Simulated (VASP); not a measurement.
HfO2, 12 atoms in the cell. It takes space group Pca2_1 (No. 29, orthorhombic). The conventional cell has a = 5.351 Å, b = 5.131 Å, c = 5.160 Å, α = 90.00°, β = 90.00°, γ = 90.00°. Within 2.7 Å of Hf (site symmetry 1) lie 7 O at 2.05 to 2.43 Å. Within 3.3 Å of O (site symmetry 1) lie 4 Hf at 2.05 to 3.21 Å and 10 O at 2.58 to 3.19 Å. Within 3.0 Å of O (site symmetry 1) lie 4 Hf at 2.12 to 2.43 Å and 7 O at 2.58 to 2.90 Å.  This cell differs from its parent crystal: strain +2.0%.

| Property | Result |
| --- | --- |
| Program | VASP 6.6.1 |
| Task | single point |
| Functional | PBE |
| Potentials or basis | VASP PAW PBE potentials, release 64 (Hf_pv, O) |
| Cutoff | 520 eV |
| k mesh | 6 × 6 × 6 |
| Occupations | fermi-dirac, width 0.02 eV |
| Spin | no spin polarisation |
| Dipole correction | no |
| Further INCAR settings | ALGO = Normal; EDIFF = 1e-06; NBANDS = 56 |

Potentials or basis: VASP PAW PBE potentials, release 64 (Hf_pv, O).

Run with:

```bash
$ cat potpaw_PBE.64/Hf_pv/POTCAR potpaw_PBE.64/O/POTCAR > POTCAR
$ mpirun -np 1 vasp_std > vasp.out
```

Hardware: 1 thread of Intel Xeon 8259CL (shared host).

Task: Estimate the wall time of this run.

Result: Run time: 13 min on 1 thread of Intel Xeon 8259CL, with other jobs on the host, peak memory 0.49 GiB. Counts: scf iterations 14, k points 64.
